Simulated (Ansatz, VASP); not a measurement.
**BaS in VASP and in Ansatz**

```
Ba S
1.0
     3.70794    0.00000    0.00000
     0.00000    3.70794    0.00000
     0.00000    0.00000    3.70794
Ba S
1 1
Direct
  0.00000 0.00000 0.00000
  0.50000 0.50000 0.50000
```

Change from the starting cell: volume scaled by 0.9, PAW files.

Alike in both runs: task single point; functional PBE; k mesh 10 × 10 × 10; occupations fermi-dirac, width 0.05 eV; no spin polarisation.

```csv
,VASP,Ansatz
version,VASP 6.6.1,Ansatz 0.2.0
potentials or method,"VASP PAW PBE potentials, release 64 (Ba_sv, S)","PAW with Ansatz's default frozen-core files, scalar-relativistic"
plane-wave cutoff (eV),520,420
valence electrons in the cell,16,16
```

```csv
,VASP,Ansatz,Ansatz less VASP
pressure (GPa),7.5,6.0,-1.43
```

Neither program's run includes spin-orbit coupling.
